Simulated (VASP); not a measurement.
## Al2Cu: single point with PBEsol

Crystal: Al2Cu.

```
CELL_PARAMETERS angstrom
5.95020 0.00000 0.00000
0.00000 5.95020 0.00000
0.00000 0.00000 4.97356
ATOMIC_POSITIONS crystal
Al 0.16114 0.33886 0.00000
Al 0.16114 0.66114 0.50000
Al 0.83886 0.33886 0.50000
Al 0.83886 0.66114 0.00000
Al 0.66114 0.83886 0.50000
Al 0.66114 0.16114 0.00000
Al 0.33886 0.83886 0.00000
Al 0.33886 0.16114 0.50000
Cu 0.00000 0.00000 0.75000
Cu 0.00000 0.00000 0.25000
Cu 0.50000 0.50000 0.25000
Cu 0.50000 0.50000 0.75000
```

This cell differs from its parent crystal: uniaxial strain along c: +3.0 %, then relaxed in part.

```
Program             : VASP 6.6.1
Task                : single point
Functional          : PBEsol
Potentials or basis : VASP PAW PBE potentials, release 64 (Al, Cu)
Cutoff              : 520 eV
k mesh              : 6 × 6 × 8
Occupations         : gaussian, width 0.1 eV
Spin                : no spin polarisation
```

```
Pressure               : -1.2 GPa
Band gap on the k mesh : zero (band 34 reaches 9.26 eV, above the bottom of band 35 at 7.22 eV)
```

Forces on the atoms (eV/Å):
```
Al  -0.002  0.002  0.000
Al  -0.002 -0.002  0.000
Al   0.002  0.002  0.000
Al   0.002 -0.002  0.000
Al  -0.002  0.002  0.000
Al  -0.002 -0.002  0.000
Al   0.002  0.002  0.000
Al   0.002 -0.002  0.000
Cu   0.000  0.000  0.000
Cu   0.000  0.000  0.000
Cu   0.000  0.000  0.000
Cu   0.000  0.000  0.000
```

Stress tensor (GPa, compression positive):
```
 0.26  0.00  0.00
 0.00  0.26  0.00
 0.00  0.00 -3.98
```

Levels at points of the mesh, in eV from the Fermi level:
```tsv
k point	band 31	band 32	band 33	band 34	band 35	band 36	band 37	band 38
(0.00, 0.00, 0.00)	-1.68	-1.36	-1.36	-0.90	-0.29	0.15	1.26	1.26
(0.50, 0.00, 0.00)	-1.16	-1.16	-0.08	-0.08	0.20	0.20	1.38	1.38
(0.50, 0.50, 0.00)	-1.31	-1.31	-0.92	-0.92	-0.80	-0.80	1.05	1.05
(0.00, 0.00, 0.50)	-0.70	-0.70	-0.70	-0.70	-0.57	-0.57	0.35	0.35
(0.50, 0.00, 0.50)	-2.63	-2.63	0.35	0.35	0.35	0.35	3.89	3.89
(0.50, 0.50, 0.50)	0.61	0.61	0.81	0.81	0.81	0.81	2.04	2.04
```

Run time: 15 min on 1 thread of Intel(R) Xeon(R) Platinum 8259CL CPU @ 2.50GHz (Skylake/Cascade Lake), on a shared host, peak memory 0.47 GiB.

Caveat: the cell differs from its parent crystal (uniaxial strain along c: +3.0 %, then relaxed in part); the PAW data sets were made with another functional, which shifts forces and pressure a little.
